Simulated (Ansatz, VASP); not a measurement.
# One calculation of BeRhS3, two programs

INCAR

```
PREC = Accurate
ENCUT = 600
EDIFF = 1E-6
ISMEAR = 0
SIGMA = 0.1
LREAL = False
LASPH = True
NELM = 150
ALGO = Normal
ISIF = 3
LWAVE = False
LCHARG = False
ISPIN = 2
MAGMOM = 0 1 0 0 0
LORBIT = 11
LMAXMIX = 4
GGA = PE
IBRION = 2
NSW = 90
EDIFFG = -0.04
```

Contents of KPOINTS:

```
regular mesh
0
Gamma
  4 4 4
```

Contents of POSCAR:

```
BeRhS3
1.0
    4.6120566800      0.0000000000      0.0000000000
    0.0000000000      4.6120566800      0.0000000000
    0.0000000000      0.0000000000      4.6120566800
Be Rh S
1 1 3
Direct
    0.0000000000      0.0000000000      0.0000000000
    0.5000000000      0.5000000000      0.5000000000
    0.5000000000      0.0000000000      0.0000000000
    0.0000000000      0.5000000000      0.0000000000
    0.0000000000      0.0000000000      0.5000000000
```

Input for Ansatz:

```yaml
crystal:
  lattice:
    - [4.61205668, 0.0, 0.0]
    - [0.0, 4.61205668, 0.0]
    - [0.0, 0.0, 4.61205668]
  atoms:
    - { symbol: Be, position: [0.0, 0.0, 0.0] }
    - { symbol: Rh, position: [0.5, 0.5, 0.5], spin: 1.0 }
    - { symbol: S, position: [0.5, 0.0, 0.0] }
    - { symbol: S, position: [0.0, 0.5, 0.0] }
    - { symbol: S, position: [0.0, 0.0, 0.5] }
basis:
  ecutwfc: 420
kpoints:
  mp_grid: { grid: [4, 4, 4] }
hamiltonian:
  xc: pbe
scf:
  occupations: { method: gaussian, width: 0.1 }
  lower_state_search: "off"
output:
  forces: true
  stress: true
  eigenvalues: true
  populations: true
magnetization:
  spin_polarized: true
relax:
  adjacent_minimum: "off"
  f_tol: 0.04
  max_steps: 70
  cell: { stress_tol: 0.4 }
```

Alike in both runs: task relaxation of cell and atoms; functional PBE; k mesh 4 × 4 × 4; occupations gaussian, width 0.1 eV; collinear spin.

|  | VASP | Ansatz |
| --- | --- | --- |
| version | VASP 6.6.1 | Ansatz 0.2.0 |
| potentials or method | VASP PAW PBE potentials, release 64 (Be, Rh_pv, S), cutoff 600 eV | scalar-relativistic, plane waves, PAW |
| valence electrons in the cell | 35 | 37 |

```tsv
	VASP	Ansatz	Ansatz less VASP
gap on the k mesh at the Fermi level, each at its own relaxed structure (eV)	none	none	-
net moment per atom (μB)	0.00	0.00	0.000
relaxed volume (Å³/atom)	15.09	15.07	-0.016
relaxed cell length with the largest relative difference (Å)	4.225	4.224	-0.0015
```

A gap of «none» marks a metal or a gap that the smearing closes. VASP's potentials hold 35 valence electrons a cell and Ansatz's 37, so a difference there can come from the potentials and not from the codes. Ansatz's warnings: seeded moment not kept.

Noted on VASP's run: the volume moved by over 15 % at a fixed basis, so the end points are rough.
